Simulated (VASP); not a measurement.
# Nb (Fm-3m) in VASP: a series of runs

Runs on Nb. Level: LDA. Tasks: single point, relaxation of cell and atoms.

All numbers are computed with VASP 6.6.1; they aren't measurements. Logs are shortened: lines on timing, memory, paths and dates and some standing lists are left out, and cuts for length are marked.

### 1 The cell of the first run

It takes space group Fm-3m (No. 225, cubic). Conventional cell: a = 4.139 Å, b = 4.139 Å, c = 4.139 Å, α = 90.00°, β = 90.00°, γ = 90.00°. Nb (site symmetry m-3m) has 12 Nb at 2.93 Å within 3.9 Å.

### 2 Single point, LDA

INCAR reads:

```
SYSTEM = Nb
PREC = Accurate ; ENCUT = 520
EDIFF = 1E-6 ; ISMEAR = 0
SIGMA = 0.1 ; LREAL = .False.
LASPH = .True. ; NELM = 100
ALGO = Fast ; ISIF = 2
LWAVE = .False. ; LCHARG = .False.
GGA = CA ; NBANDS = 12
```

KPOINTS reads:

```
Automatic mesh
0
Gamma
  18 18 18
  0 0 0
```

POSCAR reads:

```
Nb
1.0
    0.0000000000      2.0697141094      2.0697141094
    2.0697141094      0.0000000000      2.0697141094
    2.0697141094      2.0697141094      0.0000000000
Nb
1
Direct
    0.0000000000      0.0000000000      0.0000000000
```

Potentials or basis: VASP PAW LDA potentials, release 64 (Nb_sv).

The run is started by

```
cat potpaw_LDA.64/Nb_sv/POTCAR > POTCAR
mpirun -np 1 vasp_std > vasp.out
```

OUTCAR:

```text
SYSTEM = Nb
   PREC = Accurate
   ENCUT = 520
   EDIFF = 1E-6
   ISMEAR = 0
   LREAL = .False.
   LASPH = .True.
   NELM = 100
   ISIF = 2
   GGA = CA

 ion  position               nearest neighbor table
   1  0.000  0.000  0.000-

  LATTYP: Found a face centered cubic cell.
 ALAT       =     4.1394282188

  Lattice vectors:

 A1 = (   0.0000000000,   2.0697141094,   2.0697141094)
 A2 = (   2.0697141094,   0.0000000000,   2.0697141094)
 A3 = (   2.0697141094,   2.0697141094,   0.0000000000)

Analysis of symmetry for initial positions (statically):
=====================================================================
 Subroutine PRICEL returns:
 Original cell was already a primitive cell.

 Routine SETGRP: Setting up the symmetry group for a
 face centered cubic supercell.

 Subroutine GETGRP returns: Found 48 space group operations
 (whereof 48 operations were pure point group operations)
 out of a pool of 48 trial point group operations.

The static configuration has the point symmetry O_h .

Analysis of symmetry for dynamics (positions and initial velocities):
=====================================================================
 Subroutine PRICEL returns:
 Original cell was already a primitive cell.

 Routine SETGRP: Setting up the symmetry group for a
 face centered cubic supercell.

 Subroutine GETGRP returns: Found 48 space group operations
 (whereof 48 operations were pure point group operations)
 out of a pool of 48 trial point group operations.

The dynamic configuration has the point symmetry O_h .

 Subroutine INISYM returns: Found 48 space group operations
 (whereof 48 operations are pure point group operations),
 and found     1 'primitive' translations

----------------------------------------------------------------------------------------

                                     Primitive cell

  volume of cell :      17.7321

  direct lattice vectors                    reciprocal lattice vectors
     0.000000000  2.069714109  2.069714109    -0.241579259  0.241579259  0.241579259
     2.069714109  0.000000000  2.069714109     0.241579259 -0.241579259  0.241579259
     2.069714109  2.069714109  0.000000000     0.241579259  0.241579259 -0.241579259

  length of vectors
     2.927017764  2.927017764  2.927017764     0.418427550  0.418427550  0.418427550

  position of ions in fractional coordinates (direct lattice)
     0.000000000  0.000000000  0.000000000

  ion indices of the primitive-cell ions
   primitive index   ion index
                 1           1

----------------------------------------------------------------------------------------

 KPOINTS: Automatic mesh

Automatic generation of k-mesh.
 Grid dimensions read from file:
 generate k-points for:   18   18   18

 Generating k-lattice:

  Cartesian coordinates                     Fractional coordinates (reciprocal lattice)
    -0.013421070  0.013421070  0.013421070     0.055555556  0.000000000  0.000000000
     0.013421070 -0.013421070  0.013421070     0.000000000  0.055555556  0.000000000
     0.013421070  0.013421070 -0.013421070     0.000000000  0.000000000  0.055555556

  Length of vectors
     0.023245975  0.023245975  0.023245975

  Shift w.r.t. Gamma in fractional coordinates (k-lattice)
     0.000000000  0.000000000  0.000000000

 Subroutine IBZKPT returns following result:
 ===========================================

 Found    195 irreducible k-points:

 Following reciprocal coordinates:
            Coordinates               Weight
  0.000000  0.000000  0.000000      1.000000
  0.055556  0.000000  0.000000      8.000000
  0.111111  0.000000  0.000000      8.000000
  0.166667  0.000000  0.000000      8.000000
  0.222222  0.000000  0.000000      8.000000
  0.277778  0.000000  0.000000      8.000000
[... 16 lines left out ...]
 -0.277778  0.055556  0.000000     24.000000
 -0.222222  0.055556  0.000000     24.000000
 [... further k-points ...]
   k-points           NKPTS =    195   k-points in BZ     NKDIM =    195   number of bands    NBANDS=     12
   number of dos      NEDOS =    301   number of ions     NIONS =      1
   total plane-waves  NPLWV =  13824
   dimension x,y,z NGX =    24 NGY =   24 NGZ =   24
   dimension x,y,z NGXF=    48 NGYF=   48 NGZF=   48
   ions per type =               1
   NGX,Y,Z   is equivalent  to a cutoff of  13.63, 13.63, 13.63 a.u.
   NGXF,Y,Z  is equivalent  to a cutoff of  27.26, 27.26, 27.26 a.u.
 SYSTEM =  Nb
   PREC   = accura    normal or accurate (medium, high low for compatibility)
   ISTART =      0    job   : 0-new  1-cont  2-samecut
   ICHARG =      2    charge: 1-file 2-atom 10-const
   ISPIN  =      1    spin polarized calculation?
   LNONCOLLINEAR =      F non collinear calculations
   LSORBIT =      F    spin-orbit coupling
   LASPH  =      T    aspherical Exc in radial PAW
   ENCUT  =  520.0 eV  38.22 Ry    6.18 a.u.   5.44  5.44  5.44*2*pi/ulx,y,z
   NELM   =    100;   NELMIN=  2; NELMDL= -5     # of ELM steps
   EDIFF  = 0.1E-05   stopping-criterion for ELM
   LREAL  =      F    real-space projection
   EDIFFG = 0.1E-04   stopping-criterion for IOM
   NSW    =      0    number of steps for IOM
   IBRION =     -1    ionic relax: 0-MD 1-quasi-New 2-CG
   NFREE  =      0    steps in history (QN), initial steepest desc. (CG)
   ISIF   =      2    stress and relaxation
   ISYM   =      2    0-nonsym 1-usesym 2-fastsym
   POTIM  = 0.5000    time-step for ionic-motion
   TEBEG  =    0.0;   TEEND  =   0.0 temperature during run
   PSTRESS=    0.0 pullay stress
   NELECT =      13.0000    total number of electrons
   NUPDOWN=      -1.0000    fix difference up-down
   EMIN   =  10.00;   EMAX   =-10.00  energy-range for DOS
   EFERMI =   0.00;   METHOD = LEGACY
   ISMEAR =     0;   SIGMA  =   0.10  broadening in eV -4-tet -1-fermi 0-gaus
   EFERMI_NEDOS =   21; number of points for ismear=-14 and -15
   IALGO  =     68    algorithm
   IMIX   =      4    mixing-type and parameters
     AMIX     =   0.40;   BMIX     =  1.00
     AMIX_MAG =   1.60;   BMIX_MAG =  1.00
  volume/ion in A,a.u.               =      17.73       119.66
  Fermi-wavevector in a.u.,A,eV,Ry     =   1.476167  2.789552 29.648047  2.179070
  Thomas-Fermi vector in A             =   2.590727
   LORBIT       =      0    0 simple, 1 ext, 2 COOP (PROOUT), +10 PAW based schemes
   GGA     = CA    functional components
   LHFCALC =     F    Hartree Fock is set to
   AEXX    =    0.0000 exact exchange contribution
   IVDW    =     0    specifies the selected vdW correction
   LEPSILON=     F    determine dielectric tensor
   LRPA    =     F    only Hartree local field effects (RPA)
 non-spin polarized calculation
 RMM-DIIS sequential band-by-band and
 Gauss-broadening in eV      SIGMA  =   0.10
  energy-cutoff  :      520.00
  volume of cell :       17.73
 maximum number of plane-waves:       531
 NGX is ok and might be reduce to    24
   NGX = 11   NGY = 11   NGZ = 11

 number of electron      13.0000000 magnetization

 Free energy of the ion-electron system (eV)
  ---------------------------------------------------
  ext. energy  EPLUGINS =         0.00000000
  ---------------------------------------------------
  free energy    TOTEN  =       -10.89468747 eV

  energy without entropy =      -10.88799574  energy(sigma->0) =      -10.89134161

 E-fermi :  11.5846     XC(G=0): -12.7975

 val. band max:       11.5720106426   @ k =   0.3889   0.0000   0.0000
 cond. band min:      11.5893522750   @ k =   0.3333   0.1667   0.0556
 fundamental gap:      0.0173416323
 Fermi energy:        11.5845604913

 k-point     1 :       0.0000    0.0000    0.0000
  band No.  band energies     occupation
      1     -42.8455      2.00000
      2     -18.2703      2.00000
      3     -18.2703      2.00000
      4     -18.2703      2.00000
      5       5.2509      2.00000
      6      11.6236      0.58061
      7      11.6236      0.58061
      8      11.6236      0.58061
      9      14.4121      0.00000
     10      14.4121      0.00000
     11      23.5106      0.00000
     12      28.4719      0.00000

 k-point     2 :       0.0556    0.0000    0.0000
  band No.  band energies     occupation
      1     -42.8382      2.00000
      2     -18.3173      2.00000
      3     -18.2760      2.00000
      4     -18.2760      2.00000
      5       5.3750      2.00000
      6      11.5261      1.59197
      7      11.6816      0.16994
      8      11.6816      0.16994
      9      14.3580      0.00000
     10      14.3580      0.00000
     11      23.7633      0.00000
     12      27.9641      0.00000

 k-point     3 :       0.1111    0.0000    0.0000
  band No.  band energies     occupation
      1     -42.8169      2.00000
      2     -18.4513      2.00000
      3     -18.2924      2.00000
      4     -18.2924      2.00000
      5       5.7294      2.00000
      6      11.2778      1.99999
      7      11.8323      0.00046
      8      11.8323      0.00046
      9      14.2351      0.00000
     10      14.2351      0.00000
     11      24.4423      0.00000
     12      26.9564      0.00000
[... 286 lines left out ...]
 k-point    23 :      -0.2778    0.0556    0.0000
  band No.  band energies     occupation
      1     -42.6816      2.00000
      2     -19.2218      2.00000
      3     -18.4409      2.00000
      4     -18.3759      2.00000
      5       7.5298      2.00000
      6      10.9762      2.00000
      7      11.8100      0.00143
      8      11.9537      0.00000
      9      14.4753      0.00000
     10      15.4526      0.00000
     11      23.7002      0.00000
     12      27.3186      0.00000

 k-point    24 :      -0.2222    0.0556    0.0000
  band No.  band energies     occupation
      1     -42.7243      2.00000
      2     -18.9822      2.00000
      3     -18.4076      2.00000
      4     -18.3429      2.00000
      5       7.1285      2.00000
      6      10.7234      2.00000
      7      11.9938      0.00000
      8      12.1167      0.00000
      9      13.9711      0.00000
     10      14.9022      0.00000
     11      24.4343      0.00000
     12      27.2936      0.00000

 [... further k-points ...]

------------------------ aborting loop because EDIFF is reached ----------------------------------------

  FORCE on cell =-STRESS in cart. coord.  units (eV):
  Direction    XX          YY          ZZ          XY          YZ          ZX
  --------------------------------------------------------------------------------------
  -------------------------------------------------------------------------------------
  Total       -0.0164431     -0.0164431     -0.0164431     -0.0000000     -0.0000000      0.0000000
  in kB       -1.4857038     -1.4857038     -1.4857038     -0.0000000     -0.0000000      0.0000000
  external PRESSURE =      -1.4857038 kB  Pullay stress =       0.0000000 kB

 VOLUME and BASIS-vectors are now :
 -----------------------------------------------------------------------------
  energy-cutoff  :      520.00
  volume of cell :       17.73
      direct lattice vectors                 reciprocal lattice vectors
     0.000000000  2.069714109  2.069714109    -0.241579259  0.241579259  0.241579259
     2.069714109  0.000000000  2.069714109     0.241579259 -0.241579259  0.241579259
     2.069714109  2.069714109  0.000000000     0.241579259  0.241579259 -0.241579259

 POSITION                                       TOTAL-FORCE (eV/Angst)
 -----------------------------------------------------------------------------------
      0.00000      0.00000      0.00000         0.000000      0.000000      0.000000
 -----------------------------------------------------------------------------------
    total drift:                               -0.000000      0.000000     -0.000000

  FREE ENERGIE OF THE ION-ELECTRON SYSTEM (eV)
  ---------------------------------------------------
  free  energy   TOTEN  =       -10.8946874747 eV

  energy  without entropy=      -10.8879957400  energy(sigma->0) =      -10.89134161
```

It took 47 s on 1 thread of Intel Xeon Platinum 8375C at 2.90GHz (Ice Lake), shared host; peak memory 0.16 GiB.

Results:

| Item | Value |
| --- | --- |
| Free energy | -10.8947 eV |
| Pressure | -0.1 GPa |

Levels at points of the mesh, in eV from the Fermi level:
```
           k point  band 3  band 4  band 5  band 6  band 7  band 8  band 9  band 10
(0.00, 0.00, 0.00)  -29.85  -29.85   -6.33    0.04    0.04    0.04    2.83     2.83
(0.50, 0.00, 0.00)  -30.04  -30.04   -4.06   -0.18   -0.18    1.66    4.99     4.99
(0.50, 0.50, 0.00)  -30.37  -30.37   -4.39   -3.62    3.98    4.96    5.62     5.62
```

(Part 1 of 2 ends here.)
